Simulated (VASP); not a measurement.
Set up this calculation in VASP 6.6.1, as the native input.

```yaml
Task: single point
Functional: BLYP
Dispersion: D4
Potentials_or_basis: VASP PAW PBE potentials, release 64 (Lu)
Cutoff: 520 eV
k_mesh: 10 × 10 × 10
Occupations: methfessel-paxton, width 0.025 eV
Spin: collinear spin, ferromagnetic start
Starting_moments: "[1.0] μB"
Fixed_moment: 1 μB
Dipole_correction: no
Further_INCAR_settings: ALGO = Fast; EDIFF = 1e-07; NBANDS = 22
```

The structure of Lu lies in POSCAR:

```
Lu
1.0
   -1.9670485926      1.9670485926      1.9670485926
    1.9670485926     -1.9670485926      1.9670485926
    1.9670485926      1.9670485926     -1.9670485926
Lu
1
Direct
    0.0000000000      0.0000000000      0.0000000000
```

This cell differs from its parent crystal: volume scaled by 1.02.

One way to write it, as run:

INCAR

```
SYSTEM = Lu
PREC     = Accurate       ! precision mode
ENCUT    = 520            ! plane-wave cutoff, eV
EDIFF    = 1E-7           ! SCF threshold, eV
ISMEAR   = 1              ! smearing method
SIGMA    = 0.025          ! smearing width, eV
LREAL    = .FALSE.        ! projectors in reciprocal space
LASPH    = .TRUE.         ! aspherical terms in the spheres
NELM     = 150            ! most SCF steps
ALGO     = Fast           ! electronic algorithm
ISIF     = 2              ! what is computed and relaxed
LWAVE    = .FALSE.        ! write WAVECAR
LCHARG   = .TRUE.         ! write CHGCAR
ISPIN    = 2              ! spin polarisation
MAGMOM   = 1              ! initial moments
LORBIT   = 11             ! projections on sites
NUPDOWN  = 1.0            ! fixed moment
GGA      = B5             ! functional
ALDAX    = 1.0          
AGGAX    = 1.0          
AGGAC    = 1.0          
ALDAC    = 0.0          
IVDW     = 13             ! dispersion correction
LELF     = .TRUE.         ! ELF
LVHAR    = .TRUE.       
VDW_S6   = 1.0          
VDW_S8   = 2.34076671   
VDW_A1   = 0.44488865   
VDW_A2   = 4.0933009    
NBANDS   = 22             ! bands
```

KPOINTS

```
regular mesh
0
G
  10 10 10
  0 0 0
```

Potentials or basis: VASP PAW PBE potentials, release 64 (Lu).

The run is started by

```sh
$ cat potpaw_PBE.64/Lu/POTCAR > POTCAR
$ mpirun -np 1 vasp_std > vasp.out
```

It gave:

The pressure is -0.6 GPa, the net moment is 1.00 μB per cell and the site moments are Lu +0.45 μB. The valence electrons inside the program's atomic spheres are Lu 23.14. The dispersion energy per atom is -0.313 eV.

Caveat: the PAW data sets were made with another functional, which shifts forces and pressure a little; the total moment is fixed, so each spin has its own Fermi level.

Run time: 86 s on 1 thread of AMD EPYC 9R45 96-Core Processor (Zen 5) (shared host), peak memory 0.19 GiB.
